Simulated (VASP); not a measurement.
Input of a VASP 6.6.1 run:

File INCAR:

```
SYSTEM = Pt
ALGO = Fast
EDIFF = 1E-6
ENCUT = 520
GGA = PE
ISIF = 2
ISMEAR = 0
LASPH = .True.
LCHARG = .True.
LELF = .True.
LREAL = .False.
LVHAR = .True.
LWAVE = .False.
NBANDS = 11
NELM = 100
PREC = Accurate
SIGMA = 0.15
```

File KPOINTS:

```
k-points
0
Gamma
  22 22 22
  0 0 0
```

File POSCAR:

```
Pt
1.0
    0.0000000000      2.1634306758      1.4704838303
    2.1634306758      0.0000000000      1.4704838303
    2.1634306758      2.1634306758      0.0000000000
Pt
1
Direct
    0.0000000000      0.0000000000      0.0000000000
```

Potentials or basis: VASP PAW PBE potentials, release 64 (Pt).

The run is started by

```console
$ cat potpaw_PBE.64/Pt/POTCAR > POTCAR
$ mpirun -np 1 vasp_std > vasp.out
```

Problem. Estimate the band gap on the k mesh.

Solution. Zero (bands 5 and 6 overlap by 2.78 eV).

Problem. What does it give for the pressure?

Solution. 47.9 GPa.

Stress tensor (GPa, compression positive):
```
49.69  0.00  0.00
 0.00 49.69  0.00
 0.00  0.00 44.39
```

Caveat: the stress differs along the axes, from 44 to 50 GPa; spin-orbit coupling is left out, which moves the levels of the heavy elements.
